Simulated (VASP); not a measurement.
Wanted: the native input for a VASP 6.6.1 run.

| Quantity | Value |
| --- | --- |
| Task | single point |
| Functional | PBE |
| Potentials or basis | VASP PAW PBE potentials, release 64 (Sn_d, Te) |
| Cutoff | 520 eV |
| k mesh | 10 × 10 × 10 |
| Occupations | gaussian, width 0.01 eV |
| Spin | no spin polarisation |
| Dipole correction | no |
| Further INCAR settings | ALGO = Normal; EDIFF = 1e-07; NBANDS = 17 |

The structure of SnTe lies in POSCAR:

```
SnTe
1.0
    0.0000000000      3.1740960882      3.1740960882
    3.1740960882      0.0000000000      3.1740960882
    3.1740960882      3.1740960882      0.0000000000
Sn Te
1 1
Direct
    0.0000000000      0.0000000000      0.0000000000
    0.5000000000      0.5000000000      0.5000000000
```

This cell differs from its parent crystal: volume scaled by 0.97.

These files were run (other wordings do the same):

INCAR

```
ALGO = Normal
EDIFF = 1E-7
ENCUT = 520
GGA = PE
ISIF = 2
ISMEAR = 0
LASPH = True
LCHARG = False
LREAL = False
LWAVE = False
NBANDS = 17
NELM = 100
PREC = Accurate
SIGMA = 0.01
```

KPOINTS

```
k-points
0
Gamma
  10 10 10
```

Potentials or basis: VASP PAW PBE potentials, release 64 (Sn_d, Te).

Run with:

```console
$ cat potpaw_PBE.64/Sn_d/POTCAR potpaw_PBE.64/Te/POTCAR > POTCAR
$ mpirun -np 1 vasp_std > vasp.out
```

Results of the run:

```
Pressure               : 1.2 GPa
Band gap on the k mesh : 0.03 eV, direct
```

Caveat: spin-orbit coupling is left out, which moves the levels of the heavy elements.

It took 21 s on 1 thread of Intel(R) Xeon(R) 6975P-C (Granite Rapids), on a shared host, peak memory 0.23 GiB.
